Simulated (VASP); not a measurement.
Crystal: W.

```xyz
2
Lattice="3.1600 0.0000 0.0000 0.0000 3.1600 0.0000 0.0000 0.0000 3.1600" Properties=species:S:1:pos:R:3 pbc="T T T"
W     0.0000    0.0000    0.0000
W     1.5800    1.5800    1.5800
```

- Program: VASP 6.6.1
- Task: relaxation of volume and atoms at fixed shape
- Functional: r2SCAN
- Potentials or basis: VASP PAW PBE potentials, release 64 (W_sv)
- Cutoff: 600 eV
- k mesh: 7 × 7 × 7
- Occupations: gaussian, width 0.05 eV
- Spin: no spin polarisation

At the start: pressure 4.8 GPa; volume 15.78 Å³/atom.

Question: Where does the relaxation end?

Answer: Over 4 steps the energy falls by 3.3 meV/atom and the volume is 16.01 Å³/atom (+1.4 %); space group Im-3m (No. 229, to 0.05 Å).

Step by step:
```tsv
step	energy change (eV)	largest force (eV/Å)	pressure (GPa)	volume (Å³)
1	0.0000	0.0000	4.78	31.55
2	0.0799	0.0000	-15.16	33.75
3	-0.0067	0.0000	-0.10	32.02
4	-0.0067	0.0000	-0.01	32.01
```

Final structure:
```cif
data_structure
_symmetry_space_group_name_H-M 'P 1'
_symmetry_Int_Tables_number 1
_cell_length_a 3.1752
_cell_length_b 3.1752
_cell_length_c 3.1752
_cell_angle_alpha 90.000
_cell_angle_beta 90.000
_cell_angle_gamma 90.000
_cell_volume 32.01
loop_
_atom_site_label
_atom_site_type_symbol
_atom_site_fract_x
_atom_site_fract_y
_atom_site_fract_z
_atom_site_occupancy
W1 W 0.00000 0.00000 0.00000 1
W2 W 0.50000 0.50000 0.50000 1
```

Caveat: the PAW data sets were made with another functional, which shifts forces and pressure a little.
